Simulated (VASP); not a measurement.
A run of VASP 6.6.1 is set up as follows.

The input POSCAR:

```
CdTe
1.0
    4.3555212212      0.0000000000      0.0000000000
   -2.1777606106      3.7719920243      0.0000000000
    0.0000000000      0.0000000000      7.0968496160
Cd Te
2 2
Direct
    0.0000000000      0.0000000000      0.0000000000
    0.0000000000      0.0000000000      0.5000000000
    0.3333333333      0.6666666667      0.2500000000
    0.6666666667      0.3333333333      0.7500000000
```

The input INCAR.step1:

```
PREC = Accurate
ENCUT = 600
ISMEAR = -1
SIGMA = 0.02
LREAL = False
LASPH = True
NELM = 100
GGA = PE
ALGO = Normal
EDIFF = 1E-4
LWAVE = True
LCHARG = False
```

Contents of INCAR.step2:

```
PREC = Accurate
ENCUT = 600
EDIFF = 1E-7
ISMEAR = -1
SIGMA = 0.02
LREAL = False
LASPH = True
NELM = 100
ALGO = Normal
ISIF = 3
LWAVE = False
LCHARG = False
METAGGA = R2SCAN
LMIXTAU = True
IBRION = 2
NSW = 80
EDIFFG = -0.005
ISTART = 1
```

Contents of KPOINTS:

```
regular mesh
0
Gamma
  6 6 4
```

Potentials or basis: VASP PAW PBE potentials, release 64 (Cd, Te).

Launch:

```bash
$ cat potpaw_PBE.64/Cd/POTCAR potpaw_PBE.64/Te/POTCAR > POTCAR
$ cp INCAR.step1 INCAR
$ mpirun -np 1 vasp_std > vasp.out
$ cp INCAR.step2 INCAR
$ mpirun -np 1 vasp_std > vasp.out
```

Estimate the space group after relaxing (to 0.05 Å).

P6_3/mmc (No. 194).

What does it give for the band gap on the k mesh?

Zero (band 18 reaches 3.79 eV, above the bottom of band 19 at 3.16 eV).

Final structure:
```
Cd Te
1.0
     4.31935    0.00000    0.00000
    -2.15967    3.74067    0.00000
     0.00000    0.00000    7.07429
Cd Te
2 2
Direct
  0.00000 0.00000 0.00000
  0.00000 0.00000 0.50000
  0.33333 0.66667 0.25000
  0.66667 0.33333 0.75000
```

Caveat: spin-orbit coupling is left out, which moves the levels of the heavy elements.
